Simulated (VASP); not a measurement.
Crystal: TiMoSe4.

```
Ti Mo Se
1.0
     3.38667    0.00000    0.00000
    -1.69334    2.93294    0.00000
     0.00000    0.00000   13.42206
Ti Mo Se
1 1 4
Direct
  0.00000 0.00000 0.50000
  0.66667 0.33333 0.00000
  0.66667 0.33333 0.62764
  0.00000 0.00000 0.87715
  0.00000 0.00000 0.12285
  0.66667 0.33333 0.37236
```

The cell was built from a structure type or drawn by symmetry, and may not be a known phase.

- Program: VASP 6.6.1
- Task: relaxation of cell and atoms
- Functional: PBE
- Potentials or basis: VASP PAW PBE potentials, release 64 (Ti_sv, Mo_sv, Se)
- Cutoff: 600 eV
- k mesh: 4 × 4 × 1
- Occupations: gaussian, width 0.15 eV
- Spin: collinear spin
- Starting moments: [1.0, 1.0, 0.0, 0.0, 0.0, 0.0] μB

At the start: pressure -0.7 GPa; volume 22.22 Å³/atom.

Q: Where does the relaxation end?

A: Over 14 steps the energy falls by 18.2 meV/atom and the volume is 23.36 Å³/atom (+5.1 %); space group P-6m2 (No. 187, to 0.1 Å) before and after; moment 0.00 μB per cell.

The path:
| step | energy change (eV) | largest force (eV/Å) | pressure (GPa) | volume (Å³) |
| --- | --- | --- | --- | --- |
| 1 | 0.0000 | 0.9109 | -0.69 | 133.32 |
| 2 | -0.0481 | 0.4146 | 2.15 | 131.46 |
| 3 | -0.0508 | 0.3167 | 1.62 | 131.80 |
| 4 | -0.0718 | 0.1399 | -0.25 | 135.05 |
| 5 | -0.0735 | 0.0625 | 0.11 | 134.35 |
| 6 | -0.0780 | 0.1418 | -0.06 | 134.76 |
| 7 | -0.0800 | 0.2584 | -0.29 | 135.26 |
| 8 | -0.0824 | 0.2315 | -0.11 | 135.26 |
| 9 | -0.0870 | 0.1492 | 0.47 | 135.26 |
| 10 | -0.0838 | 0.0709 | 1.67 | 135.25 |
| 11 | -0.0878 | 0.0945 | 0.84 | 135.26 |
| 12 | -0.0908 | 0.0871 | 0.79 | 135.75 |
| 13 | -0.0985 | 0.0632 | 0.61 | 137.22 |
| 14 | -0.1090 | 0.0108 | 0.33 | 140.19 |

Final structure:
```yaml
crystal:
  lattice:
    - [3.40758, 0.00000, 0.00000]
    - [-1.70379, 2.95105, 0.00000]
    - [0.00000, 0.00000, 13.94059]
  atoms:
    - { symbol: Ti, position: [0.00000, 0.00000, 0.50000] }
    - { symbol: Mo, position: [0.66667, 0.33333, 0.00000] }
    - { symbol: Se, position: [0.66667, 0.33333, 0.61712] }
    - { symbol: Se, position: [0.00000, 0.00000, 0.88237] }
    - { symbol: Se, position: [0.00000, 0.00000, 0.11763] }
    - { symbol: Se, position: [0.66667, 0.33333, 0.38288] }
```

Caveat: the k points lie up to 0.53 Å⁻¹ apart in the final cell; this functional lacks dispersion, which binds the layers, so the pressure and a relaxed spacing across them are unreliable.
